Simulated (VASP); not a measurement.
# Pd (Fm-3m) in VASP: notebook, part 2 of 2

VASP 6.6.1.

### 3 Relaxation of cell and atoms, PBE

This run uses another cell than the first one, of 15.06 Å³/atom.

Contents of INCAR:

```
  ALGO = Normal
  EDIFF = 1E-7
  EDIFFG = -0.005
  ENCUT = 600
  GGA = PE
  IBRION = 2
  ISIF = 3
  ISMEAR = 1
  LASPH = T
  LCHARG = F
  LREAL = F
  LWAVE = F
  NELM = 80
  NSW = 80
  PREC = Accurate
  SIGMA = 0.1
```

Contents of KPOINTS:

```
k-points
0
Gamma
  20 20 20
```

Contents of POSCAR:

```
Pd
1.0
    0.0000000000      1.9600000000      1.9600000000
    1.9600000000      0.0000000000      1.9600000000
    1.9600000000      1.9600000000      0.0000000000
Pd
1
Direct
    0.0000000000      0.0000000000      0.0000000000
```

Potentials or basis: VASP PAW PBE potentials, release 64 (Pd).

Launch:

```console
cat potpaw_PBE.64/Pd/POTCAR > POTCAR
mpirun -np 1 vasp_std > vasp.out
```

OUTCAR:

```text
EDIFF = 1E-7
   EDIFFG = -0.005
   ENCUT = 600
   GGA = PE
   IBRION = 2
   ISIF = 3
   ISMEAR = 1
   LASPH = T
   LREAL = F
   NELM = 80
   NSW = 80
   PREC = Accurate

 ion  position               nearest neighbor table
   1  0.000  0.000  0.000-

  LATTYP: Found a face centered cubic cell.
 ALAT       =     3.9200000000

  Lattice vectors:

 A1 = (   0.0000000000,   1.9600000000,   1.9600000000)
 A2 = (   1.9600000000,   0.0000000000,   1.9600000000)
 A3 = (   1.9600000000,   1.9600000000,   0.0000000000)

Analysis of symmetry for initial positions (statically):
=====================================================================
 Subroutine PRICEL returns:
 Original cell was already a primitive cell.

 Routine SETGRP: Setting up the symmetry group for a
 face centered cubic supercell.

 Subroutine GETGRP returns: Found 48 space group operations
 (whereof 48 operations were pure point group operations)
 out of a pool of 48 trial point group operations.

The static configuration has the point symmetry O_h .

Analysis of symmetry for dynamics (positions and initial velocities):
=====================================================================
 Subroutine PRICEL returns:
 Original cell was already a primitive cell.

 Routine SETGRP: Setting up the symmetry group for a
 face centered cubic supercell.

 Subroutine GETGRP returns: Found 48 space group operations
 (whereof 48 operations were pure point group operations)
 out of a pool of 48 trial point group operations.

The dynamic configuration has the point symmetry O_h .

 Subroutine INISYM returns: Found 48 space group operations
 (whereof 48 operations are pure point group operations),
 and found     1 'primitive' translations

----------------------------------------------------------------------------------------

                                     Primitive cell
[... 120 lines left out ...]
 conjugate gradient relaxation of ions
 non-spin polarized calculation
 Methfessel and Paxton  Order N= 1 SIGMA  =   0.10
  energy-cutoff  :      600.00
  volume of cell :       15.06
 maximum number of plane-waves:       531
 NGX is ok and might be reduce to    24
   NGX = 11   NGY = 11   NGZ = 11

--------------------------------------- Ionic step        1  -------------------------------------------

 number of electron      10.0000000 magnetization

 number of electron       9.9999999 magnetization

 Free energy of the ion-electron system (eV)
  ---------------------------------------------------
  ext. energy  EPLUGINS =         0.00000000
  ---------------------------------------------------
  free energy    TOTEN  =        -5.21265972 eV

  energy without entropy =       -5.21226323  energy(sigma->0) =       -5.21252756

------------------------ aborting loop because EDIFF is reached ----------------------------------------

  FORCE on cell =-STRESS in cart. coord.  units (eV):
  Direction    XX          YY          ZZ          XY          YZ          ZX
  --------------------------------------------------------------------------------------
  -------------------------------------------------------------------------------------
  Total        0.2349732      0.2349732      0.2349732      0.0000000      0.0000000      0.0000000
  in kB       24.9994618     24.9994618     24.9994618      0.0000000      0.0000000      0.0000000
  external PRESSURE =      24.9994618 kB  Pullay stress =       0.0000000 kB
[... 57 lines left out ...]
--------------------------------------- Ionic step        3  -------------------------------------------

 number of electron      10.0000000 magnetization

 Free energy of the ion-electron system (eV)
  ---------------------------------------------------
  ext. energy  EPLUGINS =         0.00000000
  ---------------------------------------------------
  free energy    TOTEN  =        -5.21429893 eV

  energy without entropy =       -5.21374864  energy(sigma->0) =       -5.21411550

 E-fermi :   9.1746     XC(G=0): -12.9693

 val. band max:        9.1700978052   @ k =   0.5000   0.0500   0.0000
 cond. band min:       9.1758127883   @ k =   0.5000   0.2500   0.0500
 fundamental gap:      0.0057149831
 Fermi energy:         9.1746002710

 k-point     1 :       0.0000    0.0000    0.0000
  band No.  band energies     occupation
      1       2.3319      2.00000
      2       6.5116      2.00000
      3       6.5116      2.00000
      4       6.5116      2.00000
      5       8.0334      2.00000
      6       8.0334      2.00000
      7      26.3732      0.00000
      8      30.9539      0.00000
      9      30.9539      0.00000
[... 265 lines left out ...]
 k-point    24 :      -0.3500    0.0500    0.0000
  band No.  band energies     occupation
      1       4.3173      2.00000
      2       6.5751      2.00000
      3       6.6368      2.00000
      4       7.8878      2.00000
      5       8.6363      2.00000
      6       9.3121     -0.06527
      7      19.2335      0.00000
      8      26.3305      0.00000
      9      29.9216      0.00000

 [... further k-points ...]
[... 5 lines left out ...]
  --------------------------------------------------------------------------------------
  -------------------------------------------------------------------------------------
  Total        0.0006015      0.0006015      0.0006015      0.0000000      0.0000000      0.0000000
  in kB        0.0630952      0.0630952      0.0630952      0.0000000      0.0000000      0.0000000
  external PRESSURE =       0.0630952 kB  Pullay stress =       0.0000000 kB
[... 16 lines left out ...]
  FREE ENERGIE OF THE ION-ELECTRON SYSTEM (eV)
  ---------------------------------------------------
  free  energy   TOTEN  =        -5.2142989342 eV

  energy  without entropy=       -5.2137486396  energy(sigma->0) =       -5.21411550

 reached required accuracy - stopping structural energy minimisation
```

CONTCAR:

```text
Pd
   1.00000000000000
     0.0000000000000000    1.9692914402626891    1.9692914402626891
     1.9692914402626891    0.0000000000000000    1.9692914402626891
     1.9692914402626891    1.9692914402626891    0.0000000000000000
  Pd
     1
Direct
     0.0000000000000000    0.0000000000000000    0.0000000000000000

  0.00000000E+00  0.00000000E+00  0.00000000E+00
```

Wall time 84 s (1 thread of Intel Xeon 8259CL, shared host); peak memory 0.18 GiB.

Results:

| Quantity | Value |
| --- | --- |
| Free energy | -5.2143 eV |
| Relaxed volume | 15.27 Å³/atom |
| Relaxed cell | a = 2.785 Å, b = 2.785 Å, c = 2.785 Å, α = 60.00°, β = 60.00°, γ = 60.00° |
| Space group after relaxing (to 0.1 Å) | Fm-3m (No. 225) |
| Energy gained by relaxing | 1.6 meV/atom |
| Ionic steps | 3 |
| Pressure after relaxing | 0.0 GPa |
| Band gap on the k mesh | zero (bands 5 and 6 overlap by 1.50 eV) |

Step by step:
| step | energy change (eV) | largest force (eV/Å) | pressure (GPa) | volume (Å³) |
| --- | --- | --- | --- | --- |
| 1 | 0.0000 | 0.0000 | 2.50 | 15.06 |
| 2 | 0.0014 | 0.0000 | -3.15 | 15.58 |
| 3 | -0.0016 | 0.0000 | 0.01 | 15.27 |

Final structure:
```xyz
1
Lattice="0.0000 1.9693 1.9693 1.9693 0.0000 1.9693 1.9693 1.9693 0.0000" Properties=species:S:1:pos:R:3 pbc="T T T"
Pd    0.0000    0.0000    0.0000
```

Levels at points of the mesh, in eV from the Fermi level:
| k point | band 2 | band 3 | band 4 | band 5 | band 6 | band 7 | band 8 | band 9 |
| --- | --- | --- | --- | --- | --- | --- | --- | --- |
| (0.00, 0.00, 0.00) | -2.66 | -2.66 | -2.66 | -1.14 | -1.14 | 17.20 | 21.78 | 21.78 |
| (0.50, 0.00, 0.00) | -2.70 | -2.70 | -0.01 | -0.01 | 1.12 | 7.07 | 16.55 | 20.79 |
| (0.50, 0.50, 0.00) | -4.81 | -0.03 | 0.29 | 0.29 | 3.38 | 10.44 | 13.05 | 13.05 |
